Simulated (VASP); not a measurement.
Runs of VASP 6.6.1 on Lu. Symmetry: P6_3/mmc, No. 194, hexagonal system. The conventional cell has a = 3.505 Å, b = 3.505 Å, c = 5.470 Å, α = 90.00°, β = 90.00°, γ = 120.00°. Lu (site symmetry -6m2) has 12 Lu at 3.40 to 3.50 Å within 4.5 Å. 

```tsv
k mesh	smearing	gap on the mesh (eV)	pressure (GPa)
10 × 10 × 6	methfessel-paxton 0.2 eV	none	0.1
10 × 10 × 6	methfessel-paxton 1 eV	none	(b)
10 × 10 × 6	methfessel-paxton 0.3 eV	none	0.2
10 × 10 × 6	methfessel-paxton 0.03 eV	none	-0.1
10 × 10 × 6	methfessel-paxton 0.1 eV	none	0.0
10 × 10 × 6	methfessel-paxton 0.6 eV	none	0.4
15 × 15 × 9	fermi-dirac 0.1 eV	none	(a)
```

Alike in all rows: task single point; level r2SCAN; potentials or basis VASP PAW PBE potentials, release 64 (Lu); no spin polarisation; cell as given; cutoff (eV) 520.

Task: Estimate the missing entries.

Result: (a) 0.3; (b) 0.5.

Caveats: the PAW data sets were made with another functional, which shifts forces and pressure a little; spin-orbit coupling is left out, which moves the levels of the heavy elements; so wide a smearing shifts energies and pressures (at least some runs).

A k mesh can miss the band edges, and the runs leave out spin-orbit coupling on Lu.

A gap of «none» marks levels without a gap at the run's occupations.
